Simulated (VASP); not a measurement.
N: single point with PBEsol

N:

```
N
1.0
     4.10322   -0.02275   -0.00733
    -2.07132    3.54210    0.00735
    -0.01233    0.00715    6.77116
N
4
Cartesian
  0.0451 2.3202 2.3590
  0.2738 2.1882 1.0738
  1.9264 1.2340 5.5319
  1.7938 1.3106 4.5777
```

This cell differs from its parent crystal: strained and its atoms moved.

| Quantity | Value |
| --- | --- |
| Program | VASP 6.6.1 |
| Task | single point |
| Functional | PBEsol |
| Potentials or basis | VASP PAW PBE potentials, release 64 (N) |
| Cutoff | 520 eV |
| k mesh | 6 × 6 × 4 |
| Occupations | gaussian, width 0.02 eV |
| Spin | no spin polarisation |

```yaml
Pressure: 9.9 GPa
Largest_force: 38.667 eV/Å
Band_gap_on_the_k_mesh: 5.33 eV, indirect (least direct gap 5.46 eV)
```

Forces in eV/Å, atoms in the order of the input:
```
N     2.485  -1.435 -14.249
N    -2.584   1.492  14.249
N     5.383  -3.108  38.164
N    -5.284   3.050 -38.164
```

Stress tensor (GPa, compression positive):
```
 0.27 -0.28 13.52
-0.28 -0.06 -7.81
13.52 -7.81 29.57
```

Levels at points of the mesh, in eV from the valence-band top:
```csv
k point,band 7,band 8,band 9,band 10,band 11,band 12,band 13,band 14
"(0.00, 0.00, 0.00)",-1.47,-0.45,-0.45,0.00,5.66,5.74,9.45,9.53
"(0.50, 0.00, 0.00)",-1.21,-0.71,-0.53,-0.12,5.33,5.60,8.78,9.40
"(0.50, 0.50, 0.00)",-1.23,-0.54,-0.46,-0.34,5.44,5.64,8.78,9.47
"(0.00, 0.00, 0.50)",-0.93,-0.45,-0.44,-0.37,5.69,5.74,9.36,9.51
"(0.50, 0.00, 0.50)",-0.87,-0.78,-0.52,-0.39,5.38,5.64,8.73,9.33
"(0.50, 0.50, 0.50)",-0.86,-0.76,-0.54,-0.45,5.49,5.68,8.91,9.40
```

It took 45 s on 1 thread of Intel(R) Xeon(R) Platinum 8375C CPU @ 2.90GHz (Ice Lake) (shared host), peak memory 0.23 GiB.

Caveat: the cell differs from its parent crystal (strained and its atoms moved); the standard files for N, O and F lose accuracy on very short bonds; the PAW data sets were made with another functional, which shifts forces and pressure a little. A k mesh can miss the band edges.
